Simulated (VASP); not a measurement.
# ZrH (P4_2/mmc) in VASP: further runs

ZrH is run at these levels: PBEsol; tasks: single point, relaxation of cell and atoms.

All numbers are computed with VASP 6.6.1; they aren't measurements. Logs are shortened: lines on timing, memory, paths and dates and some standing lists are left out, and cuts for length are marked.

**1. The cell of the first run**

The structure is tetragonal, space group P4_2/mmc (No. 131). The conventional cell has a = 3.190 Å, b = 3.190 Å, c = 4.991 Å, α = 90.00°, β = 90.00°, γ = 90.00°. Within 2.7 Å of Zr (site symmetry mmm) lie 4 H at 2.03 Å. H (site symmetry -4m2) has 4 Zr at 2.03 Å and 2 H at 2.50 Å within 2.7 Å.

**2. Single point, PBEsol**

INCAR

```
SYSTEM = ZrH
  ALGO = Normal
  EDIFF = 1E-7
  ENCUT = 520
  GGA = PS
  ISIF = 2
  ISMEAR = 0
  LASPH = .TRUE.
  LCHARG = .FALSE.
  LREAL = .FALSE.
  LWAVE = .FALSE.
  NBANDS = 21
  NELM = 100
  PREC = Accurate
  SIGMA = 0.1
```

KPOINTS

```
k-points
0
G
  14 14 8
  0 0 0
```

POSCAR

```
ZrH
1.0
    3.1902763251      0.0000000000      0.0000000000
    0.0000000000      3.1902763251      0.0000000000
    0.0000000000      0.0000000000      4.9905072820
Zr H
2 2
Direct
    0.0000000000      0.5000000000      0.0000000000
    0.5000000000      0.0000000000      0.5000000000
    0.0000000000      0.0000000000      0.7500000000
    0.0000000000      0.0000000000      0.2500000000
```

Potentials or basis: VASP PAW PBE potentials, release 64 (Zr_sv, H).

The run is started by

```bash
$ cat potpaw_PBE.64/Zr_sv/POTCAR potpaw_PBE.64/H/POTCAR > POTCAR
$ mpirun -np 1 vasp_std > vasp.out
```

OUTCAR:

```text
SYSTEM = ZrH
   EDIFF = 1E-7
   ENCUT = 520
   GGA = PS
   ISIF = 2
   ISMEAR = 0
   LASPH = .TRUE.
   LREAL = .FALSE.
   NELM = 100
   PREC = Accurate

 ion  position               nearest neighbor table
   1  0.000  0.500  0.000-   3 2.03   4 2.03   3 2.03   4 2.03   2 3.36   2 3.36   2 3.36   2 3.36
                             2 3.36   2 3.36   2 3.36   2 3.36
   2  0.500  0.000  0.500-   3 2.03   4 2.03   3 2.03   4 2.03   1 3.36   1 3.36   1 3.36   1 3.36
                             1 3.36   1 3.36   1 3.36   1 3.36
   3  0.000  0.000  0.750-   1 2.03   2 2.03   1 2.03   2 2.03
   4  0.000  0.000  0.250-   1 2.03   2 2.03   1 2.03   2 2.03

  LATTYP: Found a simple tetragonal cell.
 ALAT       =     3.1902763251
 C/A-ratio  =     1.5642868433

  Lattice vectors:

 A1 = (   3.1902763251,   0.0000000000,   0.0000000000)
 A2 = (   0.0000000000,   3.1902763251,   0.0000000000)
 A3 = (   0.0000000000,   0.0000000000,   4.9905072820)

Analysis of symmetry for initial positions (statically):
=====================================================================
 Subroutine PRICEL returns:
 Original cell was already a primitive cell.

 Routine SETGRP: Setting up the symmetry group for a
 simple tetragonal supercell.

 Subroutine GETGRP returns: Found 16 space group operations
 (whereof  8 operations were pure point group operations)
 out of a pool of 16 trial point group operations.

The static configuration has the point symmetry D_2h.
 The point group associated with its full space group is D_4h.

Analysis of symmetry for dynamics (positions and initial velocities):
=====================================================================
 Subroutine PRICEL returns:
 Original cell was already a primitive cell.

 Routine SETGRP: Setting up the symmetry group for a
 simple tetragonal supercell.

 Subroutine GETGRP returns: Found 16 space group operations
 (whereof  8 operations were pure point group operations)
 out of a pool of 16 trial point group operations.

The dynamic configuration has the point symmetry D_2h.
 The point group associated with its full space group is D_4h.

 Subroutine INISYM returns: Found 16 space group operations
 (whereof  8 operations are pure point group operations),
 and found     1 'primitive' translations

----------------------------------------------------------------------------------------

                                     Primitive cell

  volume of cell :      50.7927

  direct lattice vectors                    reciprocal lattice vectors
     3.190276325  0.000000000  0.000000000     0.313452472  0.000000000  0.000000000
     0.000000000  3.190276325  0.000000000     0.000000000  0.313452472  0.000000000
     0.000000000  0.000000000  4.990507282     0.000000000  0.000000000  0.200380431

  length of vectors
     3.190276325  3.190276325  4.990507282     0.313452472  0.313452472  0.200380431

  position of ions in fractional coordinates (direct lattice)
     0.000000000  0.500000000  0.000000000
     0.500000000  0.000000000  0.500000000
     0.000000000  0.000000000  0.750000000
     0.000000000  0.000000000  0.250000000

  ion indices of the primitive-cell ions
   primitive index   ion index
                 1           1
                 2           2
                 3           3
                 4           4

----------------------------------------------------------------------------------------

 KPOINTS: k-points

Automatic generation of k-mesh.
 Grid dimensions read from file:
 generate k-points for:   14   14    8

 Generating k-lattice:

  Cartesian coordinates                     Fractional coordinates (reciprocal lattice)
     0.022389462  0.000000000  0.000000000     0.071428571  0.000000000  0.000000000
     0.000000000  0.022389462  0.000000000     0.000000000  0.071428571  0.000000000
     0.000000000  0.000000000  0.025047554     0.000000000  0.000000000  0.125000000

  Length of vectors
     0.022389462  0.022389462  0.025047554

  Shift w.r.t. Gamma in fractional coordinates (k-lattice)
     0.000000000  0.000000000  0.000000000

 Subroutine IBZKPT returns following result:
 ===========================================

 Found    180 irreducible k-points:

 Following reciprocal coordinates:
            Coordinates               Weight
  0.000000  0.000000  0.000000      1.000000
  0.071429  0.000000  0.000000      4.000000
  0.142857  0.000000  0.000000      4.000000
  0.214286  0.000000  0.000000      4.000000
  0.285714  0.000000  0.000000      4.000000
  0.357143  0.000000  0.000000      4.000000
[... 16 lines left out ...]
  0.285714  0.214286  0.000000      8.000000
  0.357143  0.214286  0.000000      8.000000
 [... further k-points ...]
   k-points           NKPTS =    180   k-points in BZ     NKDIM =    180   number of bands    NBANDS=     21
   number of dos      NEDOS =    301   number of ions     NIONS =      4
   total plane-waves  NPLWV =  23040
   dimension x,y,z NGX =    24 NGY =   24 NGZ =   40
   dimension x,y,z NGXF=    48 NGYF=   48 NGZF=   80
   ions per type =               2   2
   NGX,Y,Z   is equivalent  to a cutoff of  12.51, 12.51, 13.32 a.u.
   NGXF,Y,Z  is equivalent  to a cutoff of  25.01, 25.01, 26.65 a.u.
 SYSTEM =  ZrH
   PREC   = accura    normal or accurate (medium, high low for compatibility)
   ISTART =      0    job   : 0-new  1-cont  2-samecut
   ICHARG =      2    charge: 1-file 2-atom 10-const
   ISPIN  =      1    spin polarized calculation?
   LNONCOLLINEAR =      F non collinear calculations
   LSORBIT =      F    spin-orbit coupling
   LASPH  =      T    aspherical Exc in radial PAW
   ENCUT  =  520.0 eV  38.22 Ry    6.18 a.u.   5.93  5.93  9.28*2*pi/ulx,y,z
   NELM   =    100;   NELMIN=  2; NELMDL= -5     # of ELM steps
   EDIFF  = 0.1E-06   stopping-criterion for ELM
   LREAL  =      F    real-space projection
   EDIFFG = 0.1E-05   stopping-criterion for IOM
   NSW    =      0    number of steps for IOM
   IBRION =     -1    ionic relax: 0-MD 1-quasi-New 2-CG
   NFREE  =      0    steps in history (QN), initial steepest desc. (CG)
   ISIF   =      2    stress and relaxation
   ISYM   =      2    0-nonsym 1-usesym 2-fastsym
   POTIM  = 0.5000    time-step for ionic-motion
   TEBEG  =    0.0;   TEEND  =   0.0 temperature during run
   PSTRESS=    0.0 pullay stress
[... 16 lines left out ...]
   AEXX    =    0.0000 exact exchange contribution
   IVDW    =     0    specifies the selected vdW correction
   LEPSILON=     F    determine dielectric tensor
   LRPA    =     F    only Hartree local field effects (RPA)
 non-spin polarized calculation
 Gauss-broadening in eV      SIGMA  =   0.10
  energy-cutoff  :      520.00
  volume of cell :       50.79
 maximum number of plane-waves:      1390
 NGX is ok and might be reduce to    24
   NGX = 11   NGY = 11   NGZ = 19

 number of electron      25.9999999 magnetization

 Free energy of the ion-electron system (eV)
  ---------------------------------------------------
  ext. energy  EPLUGINS =         0.00000000
  ---------------------------------------------------
  free energy    TOTEN  =       -26.66624124 eV

  energy without entropy =      -26.65809460  energy(sigma->0) =      -26.66216792

 E-fermi :   8.3313     XC(G=0): -11.2707

 val. band max:        8.3310574632   @ k =   0.5000   0.1429   0.1250
 cond. band min:       8.3388638008   @ k =   0.5000   0.3571   0.5000
 fundamental gap:      0.0078063375
 Fermi energy:         8.3313474487

 k-point     1 :       0.0000    0.0000    0.0000
  band No.  band energies     occupation
      1     -40.3922      2.00000
      2     -40.2790      2.00000
      3     -18.8334      2.00000
      4     -18.2553      2.00000
      5     -18.2553      2.00000
      6     -18.0813      2.00000
[... 13 lines left out ...]
     20      13.2356      0.00000
     21      14.6201      0.00000

 k-point     2 :       0.0714    0.0000    0.0000
  band No.  band energies     occupation
      1     -40.3882      2.00000
      2     -40.2778      2.00000
      3     -18.8207      2.00000
      4     -18.2848      2.00000
      5     -18.2508      2.00000
      6     -18.0869      2.00000
[... 13 lines left out ...]
     20      13.1908      0.00000
     21      15.0195      0.00000

 k-point     3 :       0.1429    0.0000    0.0000
  band No.  band energies     occupation
      1     -40.3768      2.00000
      2     -40.2747      2.00000
      3     -18.7836      2.00000
      4     -18.3671      2.00000
      5     -18.2380      2.00000
      6     -18.1474      2.00000
[... 13 lines left out ...]
     20      13.3371      0.00000
     21      15.6135      0.00000

 k-point     4 :       0.2143    0.0000    0.0000
  band No.  band energies     occupation
      1     -40.3597      2.00000
      2     -40.2708      2.00000
      3     -18.7252      2.00000
      4     -18.4849      2.00000
      5     -18.2697      2.00000
      6     -18.2188      2.00000
[... 13 lines left out ...]
     20      13.8021      0.00000
     21      14.8232      0.00000

 k-point     5 :       0.2857    0.0000    0.0000
  band No.  band energies     occupation
      1     -40.3392      2.00000
      2     -40.2680      2.00000
      3     -18.6502      2.00000
      4     -18.6143      2.00000
      5     -18.4011      2.00000
      6     -18.1960      2.00000
[... 13 lines left out ...]
     20      14.4160      0.00000
     21      14.4680      0.00000

 k-point     6 :       0.3571    0.0000    0.0000
  band No.  band energies     occupation
      1     -40.3179      2.00000
      2     -40.2681      2.00000
      3     -18.7297      2.00000
      4     -18.5648      2.00000
      5     -18.5159      2.00000
      6     -18.2325      2.00000
[... 13 lines left out ...]
     20      14.4869      0.00000
     21      15.1836      0.00000

 k-point     7 :       0.4286    0.0000    0.0000
  band No.  band energies     occupation
      1     -40.2988      2.00000
      2     -40.2726      2.00000
      3     -18.8088      2.00000
      4     -18.5935      2.00000
      5     -18.4760      2.00000
      6     -18.3011      2.00000
[... 13 lines left out ...]
     20      14.6857      0.00000
     21      15.7781      0.00000
[... 291 lines left out ...]
      1     -40.2878      2.00000
      2     -40.2643      2.00000
      3     -18.8126      2.00000
      4     -18.5906      2.00000
      5     -18.4517      2.00000
      6     -18.2945      2.00000
[... 13 lines left out ...]
     20      14.7092      0.00000
     21      16.1526      0.00000

 k-point    21 :       0.5000    0.1429    0.0000
  band No.  band energies     occupation
      1     -40.2762      2.00000
      2     -40.2707      2.00000
      3     -18.8408      2.00000
      4     -18.6170      2.00000
      5     -18.3875      2.00000
      6     -18.3513      2.00000
[... 13 lines left out ...]
     20      14.2393      0.00000
     21      16.4675      0.00000

 k-point    22 :       0.2143    0.2143    0.0000
  band No.  band energies     occupation
      1     -40.3300      2.00000
      2     -40.2602      2.00000
      3     -18.6324      2.00000
      4     -18.5383      2.00000
      5     -18.3663      2.00000
      6     -18.3276      2.00000
[... 13 lines left out ...]
     20      14.3844      0.00000
     21      15.8182      0.00000

 k-point    23 :       0.2857    0.2143    0.0000
  band No.  band energies     occupation
      1     -40.3114      2.00000
      2     -40.2556      2.00000
      3     -18.6412      2.00000
      4     -18.5689      2.00000
      5     -18.4241      2.00000
      6     -18.3734      2.00000
[... 13 lines left out ...]
     20      14.9443      0.00000
     21      15.2525      0.00000

 k-point    24 :       0.3571    0.2143    0.0000
  band No.  band energies     occupation
      1     -40.2925      2.00000
      2     -40.2535      2.00000
      3     -18.7491      2.00000
      4     -18.5232      2.00000
      5     -18.4976      2.00000
      6     -18.3631      2.00000
[... 13 lines left out ...]
     20      14.9142      0.00000
     21      15.6423      0.00000

 [... further k-points ...]
[... 5 lines left out ...]
  --------------------------------------------------------------------------------------
  -------------------------------------------------------------------------------------
  Total        0.0136697      0.0136697      0.0243140      0.0000000      0.0000000      0.0000000
  in kB        0.4311904      0.4311904      0.7669491      0.0000000      0.0000000      0.0000000
  external PRESSURE =       0.5431099 kB  Pullay stress =       0.0000000 kB

 VOLUME and BASIS-vectors are now :
 -----------------------------------------------------------------------------
  energy-cutoff  :      520.00
  volume of cell :       50.79
      direct lattice vectors                 reciprocal lattice vectors
     3.190276325  0.000000000  0.000000000     0.313452472  0.000000000  0.000000000
     0.000000000  3.190276325  0.000000000     0.000000000  0.313452472  0.000000000
     0.000000000  0.000000000  4.990507282     0.000000000  0.000000000  0.200380431

 POSITION                                       TOTAL-FORCE (eV/Angst)
 -----------------------------------------------------------------------------------
      0.00000      1.59514      0.00000         0.000000      0.000000      0.000000
      1.59514      0.00000      2.49525         0.000000      0.000000      0.000000
      0.00000      0.00000      3.74288         0.000000      0.000000      0.000000
      0.00000      0.00000      1.24763         0.000000      0.000000     -0.000000
 -----------------------------------------------------------------------------------
    total drift:                                0.000000      0.000000     -0.000000

  FREE ENERGIE OF THE ION-ELECTRON SYSTEM (eV)
  ---------------------------------------------------
  free  energy   TOTEN  =       -26.6662412358 eV

  energy  without entropy=      -26.6580946038  energy(sigma->0) =      -26.66216792
```

Wall time 80 s (1 thread of Intel Xeon Platinum 8488C (Sapphire Rapids), shared host); peak memory 0.27 GiB.

Results:

```yaml
Free_energy: -26.6662 eV
Pressure: 0.1 GPa
Band_gap_on_the_k_mesh: zero (band 13 reaches 8.63 eV, above the bottom of band 14 at 7.72 eV)
```

Caveat: the PAW data sets were made with another functional, which shifts forces and pressure a little.

**3. Relaxation of cell and atoms, PBEsol**

This run uses another cell than the first one, of 13.01 Å³/atom, 1.024 times its volume.

INCAR

```
SYSTEM = ZrH
PREC = Accurate
ENCUT = 600
EDIFF = 1E-7
ISMEAR = 0
SIGMA = 0.1
LREAL = .FALSE.
LASPH = .TRUE.
NELM = 100
ALGO = Normal
ISIF = 3
LWAVE = .FALSE.
LCHARG = .FALSE.
GGA = PS
IBRION = 2
NSW = 100
EDIFFG = -0.005
```

KPOINTS

```
regular mesh
0
G
  14 14 8
  0 0 0
```

POSCAR

```
ZrH
1.0
    3.2427916985      0.0000000000      0.0000000000
    0.0000000000      3.2427916985      0.0000000000
    0.0000000000      0.0000000000      4.9480000000
Zr H
2 2
Direct
    0.0000000000      0.5000000000      0.0000000000
    0.5000000000      0.0000000000      0.5000000000
    0.0000000000      0.0000000000      0.7500000000
    0.0000000000      0.0000000000      0.2500000000
```

Potentials or basis: VASP PAW PBE potentials, release 64 (Zr_sv, H).

The run is started by

```bash
$ cat potpaw_PBE.64/Zr_sv/POTCAR potpaw_PBE.64/H/POTCAR > POTCAR
$ mpirun -np 1 vasp_std > vasp.out
```

It took 5.7 min on 1 thread of Intel Xeon Platinum 8488C (Sapphire Rapids), shared host; peak memory 0.32 GiB.

It converged, with:

```yaml
Free_energy: -26.6684 eV
Relaxed_volume: 12.71 Å³/atom
Relaxed_cell: a = 3.190 Å, b = 3.190 Å, c = 4.994 Å, α = 90.00°, β = 90.00°, γ = 90.00°
Space_group_after_relaxing_to_0.05_Å: P4_2/mmc (No. 131)
Energy_gained_by_relaxing: 3.6 meV/atom
Ionic_steps: 5
Pressure_after_relaxing: 0.0 GPa
Band_gap_on_the_k_mesh: zero (band 13 reaches 8.62 eV, above the bottom of band 14 at 7.71 eV)
```

Step by step:
| step | energy change (eV) | largest force (eV/Å) | pressure (GPa) | volume (Å³) |
| --- | --- | --- | --- | --- |
| 1 | 0.0000 | 0.0000 | -2.52 | 52.03 |
| 2 | -0.0100 | 0.0000 | 1.00 | 50.51 |
| 3 | -0.0108 | 0.0000 | 0.25 | 50.81 |
| 4 | -0.0127 | 0.0000 | 0.18 | 50.82 |
| 5 | -0.0143 | 0.0000 | 0.03 | 50.83 |

Final structure:
```
Zr H
1.0
     3.19044    0.00000    0.00000
     0.00000    3.19044    0.00000
     0.00000    0.00000    4.99367
Zr H
2 2
Direct
  0.00000 0.50000 0.00000
  0.50000 0.00000 0.50000
  0.00000 0.00000 0.75000
  0.00000 0.00000 0.25000
```

Levels at points of the mesh, in eV from the Fermi level:
| k point | band 11 | band 12 | band 13 | band 14 | band 15 | band 16 |
| --- | --- | --- | --- | --- | --- | --- |
| (0.00, 0.00, 0.00) | -3.07 | -2.87 | -0.06 | 0.82 | 0.82 | 2.16 |
| (0.50, 0.00, 0.00) | -1.88 | -0.82 | -0.55 | -0.25 | 1.80 | 2.05 |
| (0.50, 0.50, 0.00) | -2.97 | -2.97 | -1.90 | 3.10 | 3.98 | 4.43 |
| (0.00, 0.00, 0.50) | -1.77 | -1.77 | -0.09 | -0.09 | 1.95 | 1.95 |
| (0.50, 0.00, 0.50) | -2.80 | -0.24 | 0.18 | 0.63 | 0.76 | 1.26 |
| (0.50, 0.50, 0.50) | -2.05 | -2.05 | -0.28 | -0.28 | 1.61 | 1.61 |

Caveat: the PAW data sets were made with another functional, which shifts forces and pressure a little.

**4. Single point, PBEsol**

INCAR

```
PREC = Accurate ; ENCUT = 520
EDIFF = 1E-6 ; ISMEAR = -1
SIGMA = 0.15 ; LREAL = F
LASPH = T ; NELM = 100
ALGO = Normal ; ISIF = 2
LWAVE = F ; LCHARG = F
GGA = PS ; NBANDS = 21
```

KPOINTS

```
regular mesh
0
Gamma
  14 14 8
```

POSCAR

```
ZrH
1.0
    3.1914261349      0.0000000000      0.0000000000
    0.0000000000      3.1914261349      0.0000000000
    0.0000000000      0.0000000000      4.9958684586
Zr H
2 2
Direct
    0.0000000000      0.5000000000      0.0000000000
    0.5000000000      0.0000000000      0.5000000000
    0.0000000000      0.0000000000      0.7500000000
    0.0000000000      0.0000000000      0.2500000000
```

The run is started by

```bash
$ cat potpaw_PBE.64/Zr_sv/POTCAR potpaw_PBE.64/H/POTCAR > POTCAR
$ mpirun -np 1 vasp_std > vasp.out
```

Wall time 67 s (1 thread of Intel Xeon Platinum 8488C (Sapphire Rapids), shared host); peak memory 0.28 GiB.

The run converged. Its results:

```
Free energy            : -26.7389 eV
Pressure               : 0.0 GPa
Band gap on the k mesh : zero (band 13 reaches 8.62 eV, above the bottom of band 14 at 7.71 eV)
```

Levels at points of the mesh, in eV from the Fermi level:
```csv
k point,band 11,band 12,band 13,band 14,band 15,band 16
"(0.00, 0.00, 0.00)",-3.07,-2.86,-0.05,0.81,0.81,2.15
"(0.50, 0.00, 0.00)",-1.89,-0.82,-0.56,-0.24,1.80,2.05
"(0.50, 0.50, 0.00)",-2.97,-2.97,-1.90,3.10,3.97,4.43
"(0.00, 0.00, 0.50)",-1.76,-1.76,-0.09,-0.09,1.94,1.94
"(0.50, 0.00, 0.50)",-2.80,-0.24,0.19,0.63,0.76,1.26
"(0.50, 0.50, 0.50)",-2.05,-2.05,-0.28,-0.28,1.60,1.60
```

Caveat: the PAW data sets were made with another functional, which shifts forces and pressure a little.

**5. Overview**

| task | cell | cutoff (eV) | smearing | gap on the mesh (eV) | pressure (GPa) |
| --- | --- | --- | --- | --- | --- |
| single point | a = 3.190, b = 3.190, c = 4.991 Å, 4 atoms | 520 | gaussian 0.1 eV | none | 0.1 |
| relaxation of cell and atoms | relaxed from a = 3.243, b = 3.243, c = 4.948 Å, 4 atoms | 600 | gaussian 0.1 eV | none | 0.0 |
| single point | a = 3.191, b = 3.191, c = 4.996 Å, 4 atoms | 520 | fermi-dirac 0.15 eV | none | 0.0 |

Alike in all rows: level PBEsol; potentials or basis VASP PAW PBE potentials, release 64 (Zr_sv, H); no spin polarisation; k mesh 14 × 14 × 8.

Caveats: the PAW data sets were made with another functional, which shifts forces and pressure a little.

Total energies depend on the potentials used, so only differences within one code and one set of settings carry meaning.
